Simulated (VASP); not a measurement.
A run of VASP 6.6.1 is set up as follows.

Contents of INCAR:

```
SYSTEM = C
PREC     = Accurate       ! precision mode
ENCUT    = 520            ! plane-wave cutoff, eV
EDIFF    = 1E-6           ! SCF threshold, eV
ISMEAR   = 0              ! smearing method
SIGMA    = 0.05           ! smearing width, eV
LREAL    = .False.        ! projectors in reciprocal space
LASPH    = .True.         ! aspherical terms in the spheres
NELM     = 100            ! most SCF steps
ALGO     = Normal         ! electronic algorithm
ISIF     = 2              ! what is computed and relaxed
LWAVE    = .False.        ! write WAVECAR
LCHARG   = .True.         ! write CHGCAR
GGA      = PS             ! functional
LELF     = .True.         ! ELF
LVHAR    = .True.       
NBANDS   = 31             ! bands
```

Contents of KPOINTS:

```
regular mesh
0
Gamma
  11 7 3
  0 0 0
```

File POSCAR:

```
C
1.0
   -2.1294220588     -1.2294315772      0.0088643343
    1.3950280734      0.0000000000     -3.6324024213
    4.6383344265     -8.8109263031      3.6072868074
C
10
Direct
    0.8222021784      0.1666290038      0.0666694635
    0.3888688450      0.3666290038      0.2666694635
   -0.0444644883      0.5666290038      0.4666694635
    0.5222021784      0.7666290038      0.6666694635
    0.0888688450      0.9666290038      0.8666694635
    0.6111311550      0.0333709962      0.9333305365
    0.3444644883      0.2333709962      0.1333305365
    0.9111311550      0.4333709962      0.3333305365
    0.4777978217      0.6333709962      0.5333305365
    0.0444644883      0.8333709962      0.7333305365
```

Potentials or basis: VASP PAW PBE potentials, release 64 (C).

Run with:

```console
$ cat potpaw_PBE.64/C/POTCAR > POTCAR
$ mpirun -np 1 vasp_std > vasp.out
```

(1) What does it give for the pressure?

(2) Predict the largest force.

## Answers

(1) 0.3 GPa.

(2) 4.335 eV/Å.

Caveat: the cell differs from its parent crystal (the part above a cut slid along it); the stress differs along the axes, from -11 to 12 GPa; this functional lacks dispersion, which binds layers or chains, so the pressure and a relaxed spacing across them are unreliable; the PAW data sets were made with another functional, which shifts forces and pressure a little.
